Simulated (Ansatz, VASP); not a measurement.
**BeS: VASP beside Ansatz**

Contents of INCAR:

```
SYSTEM = BeS
ALGO = Normal
EDIFF = 1E-6
ENCUT = 520
GGA = PE
ISIF = 2
ISMEAR = 0
LASPH = .True.
LCHARG = .False.
LREAL = .False.
LWAVE = .False.
NBANDS = 11
NELM = 80
PREC = Accurate
SIGMA = 0.01
```

KPOINTS

```
k-points
0
Gamma
  8 8 8
  0 0 0
```

Contents of POSCAR:

```
BeS
1.0
    0.0000000000      2.4380109239      2.4380109239
    2.4380109239      0.0000000000      2.4380109239
    2.4380109239      2.4380109239      0.0000000000
Be S
1 1
Direct
    0.0000000000      0.0000000000      0.0000000000
    0.2500000000      0.2500000000      0.2500000000
```

Input for Ansatz:

```yaml
crystal:
  lattice:
    - [0.0, 2.4380109239, 2.4380109239]
    - [2.4380109239, 0.0, 2.4380109239]
    - [2.4380109239, 2.4380109239, 0.0]
  atoms:
    - { symbol: Be, position: [0.0, 0.0, 0.0] }
    - { symbol: S, position: [0.25, 0.25, 0.25] }
kpoints:
  mp_grid: { grid: [8, 8, 8] }
hamiltonian:
  xc: pbe
scf:
  occupations: { method: fixed }
  n_extra_bands: 4
output:
  forces: true
  stress: true
  eigenvalues: true
```

Alike in both runs: task single point; functional PBE; k mesh 8 × 8 × 8; no spin polarisation.

|  | VASP | Ansatz |
| --- | --- | --- |
| version | VASP 6.6.1 | Ansatz 0.2.0 |
| potentials or method | VASP PAW PBE potentials, release 64 (Be, S) | plane waves, PAW |
| plane-wave cutoff (eV) | 520 | 420 |
| occupations | gaussian, width 0.01 eV | fixed |
| valence electrons in the cell | 8 | 8 |

|  | VASP | Ansatz | Ansatz less VASP |
| --- | --- | --- | --- |
| gap on the k mesh at the Fermi level (eV) | 3.15 | 3.15 | -0.001 |
| pressure (GPa) | 0.0 | 0.0 | -0.01 |
